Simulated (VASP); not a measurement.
Runs of VASP 6.6.1 on Si2Bi2S. The structure is that of space group I4/mmm (No. 139), or close to it. The cells are those of the table. 

```tsv
task	cell	k mesh	cutoff (eV)	gap on the mesh (eV)	pressure (GPa)	largest force (eV/Å)
relaxation of cell and atoms	relaxed from a = 6.459 Å, angles 139.6, 139.6, 58.4°, 5 atoms	6 × 6 × 6	600	none	0.0	0.04
single point	a = 5.736 Å, angles 125.7, 125.7, 80.4°, 5 atoms	6 × 6 × 6	520	none	(a)	-
single point	a = 6.459 Å, angles 139.6, 139.6, 58.4°, 5 atoms	6 × 6 × 6	520	none	16.3	3.81
single point	a = 5.742 Å, angles 125.6, 125.6, 80.5°, 5 atoms	10 × 10 × 10	520	none	-0.1	-
```

Alike in all rows: level PBE; potentials or basis VASP PAW PBE potentials, release 64 (Si, Bi_d, S); no spin polarisation; smearing gaussian 0.1 eV.

Problem. Estimate the missing entries.

Solution. (a) 0.1.

Caveats: spin-orbit coupling is left out, which moves the levels of the heavy elements; forces of over 1 eV/Å act on the atoms, so gaps and moduli don't describe the material at rest (some runs).

A k mesh can miss the band edges, and the runs leave out spin-orbit coupling on Bi.

A gap of «none» marks levels without a gap at the run's occupations.
